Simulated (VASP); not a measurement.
# Pt in VASP: single point with PBE

Aim: the single point of Pt with PBE.

All numbers are computed with VASP 6.6.1; they aren't measurements. Logs are shortened: lines on timing, memory, paths and dates and some standing lists are left out, and cuts for length are marked.

### Step 1. The cell of the first run

The cell holds a slab with vacuum, 6 atoms: a = 2.769 Å, b = 2.769 Å, c = 19.565 Å, α = 90.00°, β = 90.00°, γ = 60.00°.

### Step 2. Single point, PBE (the distance across one plane changed)

Contents of INCAR:

```
SYSTEM = Pt
PREC     = Accurate       ! precision mode
ENCUT    = 520            ! plane-wave cutoff, eV
EDIFF    = 1E-6           ! SCF threshold, eV
ISMEAR   = 0              ! smearing method
SIGMA    = 0.15           ! smearing width, eV
LREAL    = .FALSE.        ! projectors in reciprocal space
LASPH    = .TRUE.         ! aspherical terms in the spheres
NELM     = 100            ! most SCF steps
ALGO     = Fast           ! electronic algorithm
ISIF     = 2              ! what is computed and relaxed
LWAVE    = .FALSE.        ! write WAVECAR
LCHARG   = .TRUE.         ! write CHGCAR
GGA      = PE             ! functional
LELF     = .TRUE.         ! ELF
LVHAR    = .TRUE.       
NBANDS   = 39             ! bands
```

Contents of KPOINTS:

```
Automatic mesh
0
G
  19 19 4
  0 0 0
```

Contents of POSCAR:

```
Pt
1.0
    1.9579000000     -1.9579000000      0.0000000000
    1.9579000000      0.0000000000     -1.9579000000
   11.2957016151     11.2957016151     11.2957016151
Pt
6
Direct
    0.6666666667      0.6666666667      0.0577655845
    0.0000000000      0.0000000000      0.6355369843
    0.3333333333      0.3333333333      0.1733198645
    0.6666666667      0.6666666667      0.4044284244
    0.0000000000      0.0000000000      0.2888741444
    0.3333333333      0.3333333333      0.5199827043
```

Potentials or basis: VASP PAW PBE potentials, release 64 (Pt).

Command:

```sh
$ cat potpaw_PBE.64/Pt/POTCAR > POTCAR
$ mpirun -np 1 vasp_std > vasp.out
```

OUTCAR:

```text
SYSTEM = Pt
   PREC = Accurate
   ENCUT = 520
   EDIFF = 1E-6
   ISMEAR = 0
   LREAL = .FALSE.
   LASPH = .TRUE.
   NELM = 100
   ISIF = 2
   GGA = PE

 ion  position               nearest neighbor table
   1  0.667  0.667  0.058-   3 2.77   3 2.77   3 2.77
   2  0.000  0.000  0.636-   6 2.77   6 2.77   6 2.77
   3  0.333  0.333  0.173-   5 2.77   5 2.77   5 2.77   1 2.77   1 2.77   1 2.77
   4  0.667  0.667  0.404-   6 2.77   6 2.77   6 2.77   5 2.77   5 2.77   5 2.77
   5  0.000  0.000  0.289-   3 2.77   3 2.77   3 2.77   4 2.77   4 2.77   4 2.77
   6  0.333  0.333  0.520-   4 2.77   4 2.77   4 2.77   2 2.77   2 2.77   2 2.77

  LATTYP: Found a hexagonal cell.
 ALAT       =     2.7688887338
 C/A-ratio  =     7.0659137963

  Lattice vectors:

 A1 = (  -1.9579000000,   0.0000000000,   1.9579000000)
 A2 = (   1.9579000000,  -1.9579000000,   0.0000000000)
 A3 = (  11.2957016151,  11.2957016151,  11.2957016151)

Analysis of symmetry for initial positions (statically):
=====================================================================
 Subroutine PRICEL returns:
 Original cell was already a primitive cell.

 Routine SETGRP: Setting up the symmetry group for a
 hexagonal supercell.

 Subroutine GETGRP returns: Found 12 space group operations
 (whereof  6 operations were pure point group operations)
 out of a pool of 24 trial point group operations.

The static configuration has the point symmetry C_3v.
 The point group associated with its full space group is D_3d.

Analysis of symmetry for dynamics (positions and initial velocities):
=====================================================================
 Subroutine PRICEL returns:
 Original cell was already a primitive cell.

 Routine SETGRP: Setting up the symmetry group for a
 hexagonal supercell.

 Subroutine GETGRP returns: Found 12 space group operations
 (whereof  6 operations were pure point group operations)
 out of a pool of 24 trial point group operations.

The dynamic configuration has the point symmetry C_3v.
 The point group associated with its full space group is D_3d.

 Subroutine INISYM returns: Found 12 space group operations
 (whereof  6 operations are pure point group operations),
 and found     1 'primitive' translations

----------------------------------------------------------------------------------------

                                     Primitive cell

  volume of cell :     129.9019

  direct lattice vectors                    reciprocal lattice vectors
     1.957900000 -1.957900000  0.000000000     0.170250438 -0.340500877  0.170250438
     1.957900000  0.000000000 -1.957900000     0.170250438  0.170250438 -0.340500877
    11.295701615 11.295701615 11.295701615     0.029509750  0.029509750  0.029509750

  length of vectors
     2.768888734  2.768888734 19.564729104     0.417026703  0.417026703  0.051112387

  position of ions in fractional coordinates (direct lattice)
     0.666666667  0.666666667  0.057765584
     0.000000000  0.000000000  0.635536984
     0.333333333  0.333333333  0.173319865
     0.666666667  0.666666667  0.404428424
     0.000000000  0.000000000  0.288874144
     0.333333333  0.333333333  0.519982704

  ion indices of the primitive-cell ions
   primitive index   ion index
                 1           1
                 2           2
                 3           3
                 4           4
                 5           5
                 6           6

----------------------------------------------------------------------------------------

 KPOINTS: Automatic mesh

Automatic generation of k-mesh.
 Grid dimensions read from file:
 generate k-points for:   19   19    4

 Generating k-lattice:

  Cartesian coordinates                     Fractional coordinates (reciprocal lattice)
     0.008960549 -0.017921099  0.008960549     0.052631579  0.000000000  0.000000000
     0.008960549  0.008960549 -0.017921099     0.000000000  0.052631579  0.000000000
     0.007377438  0.007377438  0.007377438     0.000000000  0.000000000  0.250000000

  Length of vectors
     0.021948774  0.021948774  0.012778097

  Shift w.r.t. Gamma in fractional coordinates (k-lattice)
     0.000000000  0.000000000  0.000000000

 Subroutine IBZKPT returns following result:
 ===========================================

 Found    150 irreducible k-points:

 Following reciprocal coordinates:
            Coordinates               Weight
  0.000000  0.000000  0.000000      1.000000
  0.052632  0.000000  0.000000      6.000000
  0.105263  0.000000  0.000000      6.000000
  0.157895  0.000000  0.000000      6.000000
  0.210526  0.000000  0.000000      6.000000
  0.263158  0.000000  0.000000      6.000000
[... 16 lines left out ...]
  0.368421  0.105263 -0.000000     12.000000
  0.421053  0.105263 -0.000000     12.000000
 [... further k-points ...]
   k-points           NKPTS =    150   k-points in BZ     NKDIM =    150   number of bands    NBANDS=     39
   number of dos      NEDOS =    301   number of ions     NIONS =      6
   total plane-waves  NPLWV =  86400
   dimension x,y,z NGX =    24 NGY =   24 NGZ =  150
   dimension x,y,z NGXF=    48 NGYF=   48 NGZF=  300
   ions per type =               6
   NGX,Y,Z   is equivalent  to a cutoff of  14.41, 14.41, 12.75 a.u.
   NGXF,Y,Z  is equivalent  to a cutoff of  28.82, 28.82, 25.49 a.u.
 SYSTEM =  Pt
   PREC   = accura    normal or accurate (medium, high low for compatibility)
   ISTART =      0    job   : 0-new  1-cont  2-samecut
   ICHARG =      2    charge: 1-file 2-atom 10-const
   ISPIN  =      1    spin polarized calculation?
   LNONCOLLINEAR =      F non collinear calculations
   LSORBIT =      F    spin-orbit coupling
   LASPH  =      T    aspherical Exc in radial PAW
   ENCUT  =  520.0 eV  38.22 Ry    6.18 a.u.   5.15  5.15 36.38*2*pi/ulx,y,z
   NELM   =    100;   NELMIN=  2; NELMDL= -5     # of ELM steps
   EDIFF  = 0.1E-05   stopping-criterion for ELM
   LREAL  =      F    real-space projection
   EDIFFG = 0.1E-04   stopping-criterion for IOM
   NSW    =      0    number of steps for IOM
   IBRION =     -1    ionic relax: 0-MD 1-quasi-New 2-CG
   NFREE  =      0    steps in history (QN), initial steepest desc. (CG)
   ISIF   =      2    stress and relaxation
   ISYM   =      2    0-nonsym 1-usesym 2-fastsym
   POTIM  = 0.5000    time-step for ionic-motion
   TEBEG  =    0.0;   TEEND  =   0.0 temperature during run
   PSTRESS=    0.0 pullay stress
   NELECT =      60.0000    total number of electrons
   NUPDOWN=      -1.0000    fix difference up-down
   EMIN   =  10.00;   EMAX   =-10.00  energy-range for DOS
   EFERMI =   0.00;   METHOD = LEGACY
   ISMEAR =     0;   SIGMA  =   0.15  broadening in eV -4-tet -1-fermi 0-gaus
   EFERMI_NEDOS =   21; number of points for ismear=-14 and -15
   IALGO  =     68    algorithm
   IMIX   =      4    mixing-type and parameters
     AMIX     =   0.40;   BMIX     =  1.00
     AMIX_MAG =   1.60;   BMIX_MAG =  1.00
  volume/ion in A,a.u.               =      21.65       146.10
  Fermi-wavevector in a.u.,A,eV,Ry     =   1.265475  2.391400 21.788722  1.601426
  Thomas-Fermi vector in A             =   2.398726
   LORBIT       =      0    0 simple, 1 ext, 2 COOP (PROOUT), +10 PAW based schemes
   GGA     = PE    functional components
   LHFCALC =     F    Hartree Fock is set to
   AEXX    =    0.0000 exact exchange contribution
   IVDW    =     0    specifies the selected vdW correction
   LEPSILON=     F    determine dielectric tensor
   LRPA    =     F    only Hartree local field effects (RPA)
 non-spin polarized calculation
 RMM-DIIS sequential band-by-band and
 Gauss-broadening in eV      SIGMA  =   0.15
  energy-cutoff  :      520.00
  volume of cell :      129.90
 maximum number of plane-waves:      3525
 NGX is ok and might be reduce to    24
   NGX = 11   NGY = 11   NGZ = 73

 number of electron      60.0000005 magnetization

 Free energy of the ion-electron system (eV)
  ---------------------------------------------------
  ext. energy  EPLUGINS =         0.00000000
  ---------------------------------------------------
  free energy    TOTEN  =       -35.38746885 eV

  energy without entropy =      -35.24798551  energy(sigma->0) =      -35.31772718

 E-fermi :   6.0555     XC(G=0): -10.2189

 val. band max:        6.0517098719   @ k =   0.3684   0.1053   0.2500
 cond. band min:       6.0658442026   @ k =   0.3684   0.1579   0.5000
 fundamental gap:      0.0141343308
 Fermi energy:         6.0554772286

 k-point     1 :       0.0000    0.0000    0.0000
  band No.  band energies     occupation
      1      -3.9345      2.00000
      2      -3.1814      2.00000
      3      -2.2264      2.00000
      4      -1.4817      2.00000
      5      -1.0944      2.00000
      6      -1.0537      2.00000
[... 31 lines left out ...]
     38      11.4153      0.00000
     39      12.6783      0.00000

 k-point     2 :       0.0526    0.0000    0.0000
  band No.  band energies     occupation
      1      -3.8356      2.00000
      2      -3.0849      2.00000
      3      -2.1300      2.00000
      4      -1.3853      2.00000
      5      -1.0000      2.00000
      6      -0.9577      2.00000
[... 31 lines left out ...]
     38      11.4910      0.00000
     39      12.6847      0.00000

 k-point     3 :       0.1053    0.0000    0.0000
  band No.  band energies     occupation
      1      -3.5461      2.00000
      2      -2.8046      2.00000
      3      -1.8533      2.00000
      4      -1.1098      2.00000
      5      -0.7301      2.00000
      6      -0.6835      2.00000
[... 832 lines left out ...]
 k-point    23 :       0.3684    0.1053   -0.0000
  band No.  band energies     occupation
      1      -1.1310      2.00000
      2      -0.7067      2.00000
      3      -0.3420      2.00000
      4       0.0162      2.00000
      5       0.2656      2.00000
      6       0.4457      2.00000
[... 31 lines left out ...]
     38      13.7614      0.00000
     39      14.4809      0.00000

 k-point    24 :       0.4211    0.1053   -0.0000
  band No.  band energies     occupation
      1      -0.8887      2.00000
      2      -0.4847      2.00000
      3      -0.3696      2.00000
      4      -0.0995      2.00000
      5       0.0388      2.00000
      6       0.3558      2.00000
[... 31 lines left out ...]
     38      13.7327      0.00000
     39      14.3135      0.00000

 [... further k-points ...]

------------------------ aborting loop because EDIFF is reached ----------------------------------------

  FORCE on cell =-STRESS in cart. coord.  units (eV):
  Direction    XX          YY          ZZ          XY          YZ          ZX
  --------------------------------------------------------------------------------------
  -------------------------------------------------------------------------------------
  Total        2.6410122      2.6410122      2.6410122      1.2000207      1.2000207      1.2000207
  in kB       32.5735818     32.5735818     32.5735818     14.8007545     14.8007545     14.8007545
  external PRESSURE =      32.5735818 kB  Pullay stress =       0.0000000 kB

 VOLUME and BASIS-vectors are now :
 -----------------------------------------------------------------------------
  energy-cutoff  :      520.00
  volume of cell :      129.90
      direct lattice vectors                 reciprocal lattice vectors
     1.957900000 -1.957900000  0.000000000     0.170250438 -0.340500877  0.170250438
     1.957900000  0.000000000 -1.957900000     0.170250438  0.170250438 -0.340500877
    11.295701615 11.295701615 11.295701615     0.029509750  0.029509750  0.029509750

 POSITION                                       TOTAL-FORCE (eV/Angst)
 -----------------------------------------------------------------------------------
      3.26304     -0.65276     -0.65276        -0.331333     -0.331333     -0.331333
      7.17884      7.17884      7.17884         0.331333      0.331333      0.331333
      3.26304      1.30514      1.30514         0.114222      0.114222      0.114222
      7.17884      3.26304      3.26304        -0.010980     -0.010980     -0.010980
      3.26304      3.26304      3.26304         0.010980      0.010980      0.010980
      7.17884      5.22094      5.22094        -0.114222     -0.114222     -0.114222
 -----------------------------------------------------------------------------------
    total drift:                                0.000000      0.000000      0.000000

  FREE ENERGIE OF THE ION-ELECTRON SYSTEM (eV)
  ---------------------------------------------------
  free  energy   TOTEN  =       -35.3874688493 eV

  energy  without entropy=      -35.2479855078  energy(sigma->0) =      -35.31772718
```

It took 12 min on 1 thread of Intel Xeon 6975P-C (Granite Rapids), shared host; peak memory 0.65 GiB.

What came out:

- Free energy: -35.3875 eV
- Largest force: 0.574 eV/Å
- Band gap on the k mesh: zero (bands 30 and 31 overlap by 1.50 eV)

Forces in eV/Å, atoms in the order of the input:
```
Pt  -0.331 -0.331 -0.331
Pt   0.331  0.331  0.331
Pt   0.114  0.114  0.114
Pt  -0.011 -0.011 -0.011
Pt   0.011  0.011  0.011
Pt  -0.114 -0.114 -0.114
```

Caveat: the cell differs from its parent crystal (the distance across one plane changed); there is no dipole correction, which matters where the two faces differ; spin-orbit coupling is left out, which moves the levels of the heavy elements.
